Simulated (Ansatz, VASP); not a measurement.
# Two plane-wave programs on TiN

INCAR

```
  ALGO = Normal
  EDIFF = 1E-6
  ENCUT = 600
  GGA = PS
  GGA_COMPAT = F
  ISIF = 2
  ISMEAR = -1
  LASPH = T
  LCHARG = F
  LREAL = F
  LWAVE = F
  NBANDS = 16
  NELM = 120
  PREC = Accurate
  SIGMA = 0.1
```

The input KPOINTS:

```
k-points
0
Gamma
  9 9 9
```

The input POSCAR:

```
TiN
1.0
    0.0000000000      2.1190000000      2.1190000000
    2.1190000000      0.0000000000      2.1190000000
    2.1190000000      2.1190000000      0.0000000000
Ti N
1 1
Direct
    0.0000000000      0.0000000000      0.0000000000
    0.5000000000      0.5000000000      0.5000000000
```

Input for Ansatz:

```yaml
crystal:
  lattice:
    - [0.0, 2.119, 2.119]
    - [2.119, 0.0, 2.119]
    - [2.119, 2.119, 0.0]
  atoms:
    - { symbol: Ti, position: [0.0, 0.0, 0.0] }
    - { symbol: "N", position: [0.5, 0.5, 0.5] }
accuracy: medium
kpoints:
  mp_grid:
    grid: [9, 9, 9]
hamiltonian:
  xc: pbesol
scf:
  max_iter: 80
  n_extra_bands: 2
  mixing:
    algorithm: broyden
    beta: 0.6
    ndim: 4
  occupations:
    method: fermi_dirac
    width: 0.1
output:
  stress: true
```

Alike in both runs: task single point; functional PBEsol; k mesh 9 × 9 × 9; occupations fermi-dirac, width 0.1 eV; no spin polarisation.

|  | VASP | Ansatz |
| --- | --- | --- |
| version | VASP 6.6.1 | Ansatz 0.2.0 |
| potentials or method | VASP PAW PBE potentials, release 64 (Ti_sv, N) | plane waves, PAW |
| plane-wave cutoff (eV) | 600 | 420 |
| valence electrons in the cell | 17 | 17 |

```tsv
	VASP	Ansatz	Ansatz less VASP
gap on the k mesh at the Fermi level (eV)	none	none	-
pressure (GPa)	-6.5	-6.8	-0.32
```

VASP's potentials were made for PBE, not for PBEsol. A gap of «none» marks a metal or a gap that the smearing closes.
